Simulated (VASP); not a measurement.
# AlMo3H (Pm-3m) in VASP: relaxation of cell and atoms with PBE

Aim: the relaxation of cell and atoms of AlMo3H with PBE.

All numbers are computed with VASP 6.6.1; they aren't measurements. Logs are shortened: lines on timing, memory, paths and dates and some standing lists are left out, and cuts for length are marked.

### 1 The cell of the first run

It takes space group Pm-3m (No. 221, cubic). Conventional cell: a = 4.569 Å, b = 4.569 Å, c = 4.569 Å, α = 90.00°, β = 90.00°, γ = 90.00°. Within 3.0 Å of Al (site symmetry m-3m) lie 6 Mo at 2.28 Å. Within 4.2 Å of H (site symmetry m-3m) lie 12 Mo at 3.23 Å and 8 Al at 3.96 Å. Mo (site symmetry 4/mmm) has 2 Al at 2.28 Å within 3.0 Å.

The cell was generated, and may not be a known phase.

### 2 Relaxation of cell and atoms, PBE

INCAR reads:

```
SYSTEM = AlMo3H
ALGO = Fast
EDIFF = 1E-7
EDIFFG = -0.01
ENCUT = 600
GGA = PE
IBRION = 2
ISIF = 3
ISMEAR = 0
LASPH = .True.
LCHARG = .False.
LREAL = .False.
LWAVE = .False.
NELM = 80
NSW = 100
PREC = Accurate
SIGMA = 0.1
```

KPOINTS reads:

```
k-points
0
Gamma
  8 8 8
  0 0 0
```

POSCAR reads:

```
AlMo3H
1.0
    4.5688591366      0.0000000000      0.0000000000
    0.0000000000      4.5688591366      0.0000000000
    0.0000000000      0.0000000000      4.5688591366
Al H Mo
1 1 3
Direct
    0.5000000000      0.5000000000      0.5000000000
    0.0000000000      0.0000000000      0.0000000000
    0.0000000000      0.5000000000      0.5000000000
    0.5000000000      0.0000000000      0.5000000000
    0.5000000000      0.5000000000      0.0000000000
```

Potentials or basis: VASP PAW PBE potentials, release 64 (Al, H, Mo_sv).

Command:

```bash
$ cat potpaw_PBE.64/Al/POTCAR potpaw_PBE.64/H/POTCAR potpaw_PBE.64/Mo_sv/POTCAR > POTCAR
$ mpirun -np 1 vasp_std > vasp.out
```

OUTCAR:

```text
SYSTEM = AlMo3H
   EDIFF = 1E-7
   EDIFFG = -0.01
   ENCUT = 600
   GGA = PE
   IBRION = 2
   ISIF = 3
   ISMEAR = 0
   LASPH = .True.
   LREAL = .False.
   NELM = 80
   NSW = 100
   PREC = Accurate

 ion  position               nearest neighbor table
   1  0.500  0.500  0.500-   3 2.28   4 2.28   5 2.28   5 2.28   4 2.28   3 2.28
   2  0.000  0.000  0.000-
   3  0.000  0.500  0.500-   1 2.28   1 2.28   5 3.23   5 3.23   4 3.23   4 3.23   4 3.23   5 3.23
                             5 3.23   4 3.23
   4  0.500  0.000  0.500-   1 2.28   1 2.28   5 3.23   5 3.23   3 3.23   3 3.23   5 3.23   5 3.23
                             3 3.23   3 3.23
   5  0.500  0.500  0.000-   1 2.28   1 2.28   4 3.23   3 3.23   3 3.23   4 3.23   4 3.23   4 3.23
                             3 3.23   3 3.23

  LATTYP: Found a simple cubic cell.
 ALAT       =     4.5688591366

  Lattice vectors:

 A1 = (   4.5688591366,   0.0000000000,   0.0000000000)
 A2 = (   0.0000000000,   4.5688591366,   0.0000000000)
 A3 = (   0.0000000000,   0.0000000000,   4.5688591366)

Analysis of symmetry for initial positions (statically):
=====================================================================
 Subroutine PRICEL returns:
 Original cell was already a primitive cell.

 Routine SETGRP: Setting up the symmetry group for a
 simple cubic supercell.

 Subroutine GETGRP returns: Found 48 space group operations
 (whereof 48 operations were pure point group operations)
 out of a pool of 48 trial point group operations.

The static configuration has the point symmetry O_h .

Analysis of symmetry for dynamics (positions and initial velocities):
=====================================================================
 Subroutine PRICEL returns:
 Original cell was already a primitive cell.

 Routine SETGRP: Setting up the symmetry group for a
 simple cubic supercell.

 Subroutine GETGRP returns: Found 48 space group operations
 (whereof 48 operations were pure point group operations)
 out of a pool of 48 trial point group operations.

The dynamic configuration has the point symmetry O_h .

 Subroutine INISYM returns: Found 48 space group operations
 (whereof 48 operations are pure point group operations),
 and found     1 'primitive' translations

----------------------------------------------------------------------------------------

                                     Primitive cell

  volume of cell :      95.3725

  direct lattice vectors                    reciprocal lattice vectors
     4.568859137  0.000000000  0.000000000     0.218873021  0.000000000  0.000000000
     0.000000000  4.568859137  0.000000000     0.000000000  0.218873021  0.000000000
     0.000000000  0.000000000  4.568859137     0.000000000  0.000000000  0.218873021

  length of vectors
     4.568859137  4.568859137  4.568859137     0.218873021  0.218873021  0.218873021

  position of ions in fractional coordinates (direct lattice)
     0.500000000  0.500000000  0.500000000
     0.000000000  0.000000000  0.000000000
     0.000000000  0.500000000  0.500000000
     0.500000000  0.000000000  0.500000000
     0.500000000  0.500000000  0.000000000

  ion indices of the primitive-cell ions
   primitive index   ion index
                 1           1
                 2           2
                 3           3
                 4           4
                 5           5

----------------------------------------------------------------------------------------

 KPOINTS: k-points

Automatic generation of k-mesh.
[... 73 lines left out ...]
   ISYM   =      2    0-nonsym 1-usesym 2-fastsym
   POTIM  = 0.5000    time-step for ionic-motion
   TEBEG  =    0.0;   TEEND  =   0.0 temperature during run
   PSTRESS=    0.0 pullay stress
   NELECT =      46.0000    total number of electrons
   NUPDOWN=      -1.0000    fix difference up-down
   EMIN   =  10.00;   EMAX   =-10.00  energy-range for DOS
   EFERMI =   0.00;   METHOD = LEGACY
   ISMEAR =     0;   SIGMA  =   0.10  broadening in eV -4-tet -1-fermi 0-gaus
   EFERMI_NEDOS =   21; number of points for ismear=-14 and -15
   IALGO  =     68    algorithm
   IMIX   =      4    mixing-type and parameters
     AMIX     =   0.40;   BMIX     =  1.00
     AMIX_MAG =   1.60;   BMIX_MAG =  1.00
  volume/ion in A,a.u.               =      19.07       128.72
  Fermi-wavevector in a.u.,A,eV,Ry     =   1.283866  2.426155 22.426642  1.648312
  Thomas-Fermi vector in A             =   2.416093
   LORBIT       =      0    0 simple, 1 ext, 2 COOP (PROOUT), +10 PAW based schemes
   GGA     = PE    functional components
   LHFCALC =     F    Hartree Fock is set to
   AEXX    =    0.0000 exact exchange contribution
   IVDW    =     0    specifies the selected vdW correction
   LEPSILON=     F    determine dielectric tensor
   LRPA    =     F    only Hartree local field effects (RPA)
 conjugate gradient relaxation of ions
 non-spin polarized calculation
 RMM-DIIS sequential band-by-band and
 Gauss-broadening in eV      SIGMA  =   0.10
  energy-cutoff  :      600.00
  volume of cell :       95.37
 maximum number of plane-waves:      3218
 NGX is ok and might be reduce to    40
   NGX = 19   NGY = 19   NGZ = 19

--------------------------------------- Ionic step        1  -------------------------------------------

 number of electron      45.9999995 magnetization

 Free energy of the ion-electron system (eV)
  ---------------------------------------------------
  ext. energy  EPLUGINS =         0.00000000
  ---------------------------------------------------
  free energy    TOTEN  =       -27.92064690 eV

  energy without entropy =      -27.88371648  energy(sigma->0) =      -27.90218169

------------------------ aborting loop because EDIFF is reached ----------------------------------------

  FORCE on cell =-STRESS in cart. coord.  units (eV):
  Direction    XX          YY          ZZ          XY          YZ          ZX
  --------------------------------------------------------------------------------------
  -------------------------------------------------------------------------------------
  Total        0.0575900      0.0575900      0.0575900     -0.0000000      0.0000000     -0.0000000
  in kB        0.9674622      0.9674622      0.9674622     -0.0000000      0.0000000     -0.0000000
  external PRESSURE =       0.9674622 kB  Pullay stress =       0.0000000 kB

 VOLUME and BASIS-vectors are now :
 -----------------------------------------------------------------------------
  energy-cutoff  :      600.00
  volume of cell :       95.37
      direct lattice vectors                 reciprocal lattice vectors
     4.568859137  0.000000000  0.000000000     0.218873021  0.000000000  0.000000000
     0.000000000  4.568859137  0.000000000     0.000000000  0.218873021  0.000000000
     0.000000000  0.000000000  4.568859137     0.000000000  0.000000000  0.218873021

 POSITION                                       TOTAL-FORCE (eV/Angst)
 -----------------------------------------------------------------------------------
      2.28443      2.28443      2.28443         0.000000      0.000000      0.000000
      0.00000      0.00000      0.00000         0.000000      0.000000      0.000000
      0.00000      2.28443      2.28443         0.000000      0.000000      0.000000
      2.28443      0.00000      2.28443         0.000000      0.000000      0.000000
      2.28443      2.28443      0.00000         0.000000      0.000000      0.000000
 -----------------------------------------------------------------------------------
    total drift:                                0.000000     -0.000000     -0.000000

  FREE ENERGIE OF THE ION-ELECTRON SYSTEM (eV)
  ---------------------------------------------------
  free  energy   TOTEN  =       -27.9206469001 eV

  energy  without entropy=      -27.8837164847  energy(sigma->0) =      -27.90218169

--------------------------------------- Ionic step        2  -------------------------------------------

 number of electron      45.9999994 magnetization

 Free energy of the ion-electron system (eV)
  ---------------------------------------------------
  ext. energy  EPLUGINS =         0.00000000
  ---------------------------------------------------
  free energy    TOTEN  =       -27.92066651 eV

  energy without entropy =      -27.88364428  energy(sigma->0) =      -27.90215539

 E-fermi :   5.8408     XC(G=0): -10.4232

 val. band max:        5.8204862614   @ k =   0.5000   0.5000   0.1250
 cond. band min:       5.8433289023   @ k =   0.5000   0.2500   0.2500
 fundamental gap:      0.0228426409
 Fermi energy:         5.8408241382

 k-point     1 :       0.0000    0.0000    0.0000
  band No.  band energies     occupation
      1     -55.0130      2.00000
      2     -54.9697      2.00000
      3     -54.9697      2.00000
      4     -29.2212      2.00000
      5     -29.2212      2.00000
      6     -29.2212      2.00000
[... 709 lines left out ...]
     26       6.3947      0.00000
     27       7.0282      0.00000

 [... further k-points ...]

------------------------ aborting loop because EDIFF is reached ----------------------------------------

  FORCE on cell =-STRESS in cart. coord.  units (eV):
  Direction    XX          YY          ZZ          XY          YZ          ZX
  --------------------------------------------------------------------------------------
  -------------------------------------------------------------------------------------
  Total       -0.0329100     -0.0329100     -0.0329100     -0.0000000      0.0000000     -0.0000000
  in kB       -0.5519388     -0.5519388     -0.5519388     -0.0000000      0.0000000     -0.0000000
  external PRESSURE =      -0.5519388 kB  Pullay stress =       0.0000000 kB

 VOLUME and BASIS-vectors are now :
 -----------------------------------------------------------------------------
  energy-cutoff  :      600.00
  volume of cell :       95.53
      direct lattice vectors                 reciprocal lattice vectors
     4.571397862 -0.000000000 -0.000000000     0.218751470  0.000000000 -0.000000000
    -0.000000000  4.571397862  0.000000000     0.000000000  0.218751470 -0.000000000
     0.000000000  0.000000000  4.571397862     0.000000000 -0.000000000  0.218751470

 POSITION                                       TOTAL-FORCE (eV/Angst)
 -----------------------------------------------------------------------------------
      2.28570      2.28570      2.28570         0.000000      0.000000      0.000000
      0.00000      0.00000      0.00000        -0.000000      0.000000      0.000000
      0.00000      2.28570      2.28570         0.000000      0.000000      0.000000
      2.28570     -0.00000      2.28570        -0.000000      0.000000      0.000000
      2.28570      2.28570      0.00000        -0.000000      0.000000      0.000000
 -----------------------------------------------------------------------------------
    total drift:                                0.000000     -0.000000     -0.000000

  FREE ENERGIE OF THE ION-ELECTRON SYSTEM (eV)
  ---------------------------------------------------
  free  energy   TOTEN  =       -27.9206665050 eV

  energy  without entropy=      -27.8836442772  energy(sigma->0) =      -27.90215539

 reached required accuracy - stopping structural energy minimisation
```

Wall time 7.7 min (1 thread of Oxide Virtual Turin-like, shared host); peak memory 0.28 GiB.

Results:

```yaml
Free_energy: -27.9207 eV
Relaxed_volume: 19.11 Å³/atom
Relaxed_cell: a = 4.571 Å, b = 4.571 Å, c = 4.571 Å, α = 90.00°, β = 90.00°, γ = 90.00°
Space_group_after_relaxing_to_0.1_Å: Pm-3m (No. 221)
Energy_gained_by_relaxing: 0.0 meV/atom
Ionic_steps: 2
Pressure_after_relaxing: -0.1 GPa
Band_gap_on_the_k_mesh: zero (bands 23 and 24 overlap by 1.02 eV)
```

Final structure:
```cif
data_structure
_symmetry_space_group_name_H-M 'P 1'
_symmetry_Int_Tables_number 1
_cell_length_a 4.5714
_cell_length_b 4.5714
_cell_length_c 4.5714
_cell_angle_alpha 90.000
_cell_angle_beta 90.000
_cell_angle_gamma 90.000
_cell_volume 95.53
loop_
_atom_site_label
_atom_site_type_symbol
_atom_site_fract_x
_atom_site_fract_y
_atom_site_fract_z
_atom_site_occupancy
Al1 Al 0.50000 0.50000 0.50000 1
H1 H 0.00000 0.00000 0.00000 1
Mo1 Mo 0.00000 0.50000 0.50000 1
Mo2 Mo 0.50000 0.00000 0.50000 1
Mo3 Mo 0.50000 0.50000 0.00000 1
```

Levels at points of the mesh, in eV from the Fermi level:
```tsv
k point	band 20	band 21	band 22	band 23	band 24	band 25	band 26	band 27
(0.00, 0.00, 0.00)	0.16	0.16	0.65	0.65	0.65	1.04	1.04	1.04
(0.50, 0.00, 0.00)	-1.55	-1.55	-0.61	0.04	0.20	0.26	0.64	0.64
(0.50, 0.50, 0.00)	-0.93	-0.93	-0.87	-0.37	-0.37	0.33	0.57	0.63
(0.50, 0.50, 0.50)	-0.70	-0.18	-0.18	-0.18	1.00	1.13	1.16	1.24
```

The gap in the log of VASP goes by the Fermi energy; the results here count the filled bands.